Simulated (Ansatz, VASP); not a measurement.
**One calculation of TaSb, two programs**

The input POSCAR:

```
TaSb
1.0
    0.0000000000      3.1430007119      3.1430007119
    3.1430007119      0.0000000000      3.1430007119
    3.1430007119      3.1430007119      0.0000000000
Ta Sb
1 1
Direct
    0.0000000000      0.0000000000      0.0000000000
    0.2500000000      0.2500000000      0.2500000000
```

The input INCAR.step1:

```
SYSTEM = TaSb
PREC = Accurate
ENCUT = 520
ISMEAR = 0
SIGMA = 0.05
LREAL = .False.
LASPH = .True.
NELM = 80
NBANDS = 15
GGA = PE
ALGO = Normal
EDIFF = 1E-4
LWAVE = .True.
LCHARG = .False.
```

INCAR.step2

```
SYSTEM = TaSb
PREC = Accurate
ENCUT = 520
EDIFF = 1E-6
ISMEAR = 0
SIGMA = 0.05
LREAL = .False.
LASPH = .True.
NELM = 80
ALGO = Normal
ISIF = 2
LWAVE = .False.
LCHARG = .False.
METAGGA = R2SCAN
LMIXTAU = .True.
NBANDS = 15
ISTART = 1
```

The input KPOINTS:

```
Automatic mesh
0
Gamma
  10 10 10
  0 0 0
```

Input for Ansatz:

```yaml
crystal:
  lattice:
    - [0.0, 3.1430007119, 3.1430007119]
    - [3.1430007119, 0.0, 3.1430007119]
    - [3.1430007119, 3.1430007119, 0.0]
  atoms:
    - { symbol: Ta, position: [0.0, 0.0, 0.0] }
    - { symbol: Sb, position: [0.25, 0.25, 0.25] }
basis:
  ecutwfc: 500
  ecutrho_ratio: 4
kpoints:
  mp_grid: { grid: [10, 10, 10] }
hamiltonian:
  xc: r2scan
scf:
  occupations: { method: gaussian, width: 0.05 }
output:
  forces: true
  stress: true
  eigenvalues: true
```

Alike in both runs: task single point; functional r2SCAN; k mesh 10 × 10 × 10; occupations gaussian, width 0.05 eV; no spin polarisation.

```csv
,VASP,Ansatz
version,VASP 6.6.1,Ansatz 0.2.0
potentials or method,"VASP PAW PBE potentials, release 64 (Ta_pv, Sb), cutoff 520 eV","scalar-relativistic, plane waves, PAW"
valence electrons in the cell,16,28
```

|  | VASP | Ansatz | Ansatz less VASP |
| --- | --- | --- | --- |
| gap on the k mesh at the Fermi level (eV) | none | none | - |
| pressure (GPa) | -1.2 | -1.4 | -0.18 |

VASP's potentials were made for PBE, not for r2SCAN. A gap of «none» marks a metal or a gap that the smearing closes. VASP's potentials hold 16 valence electrons a cell and Ansatz's 28, so a difference there can come from the potentials and not from the codes.

Spin-orbit coupling is off throughout.
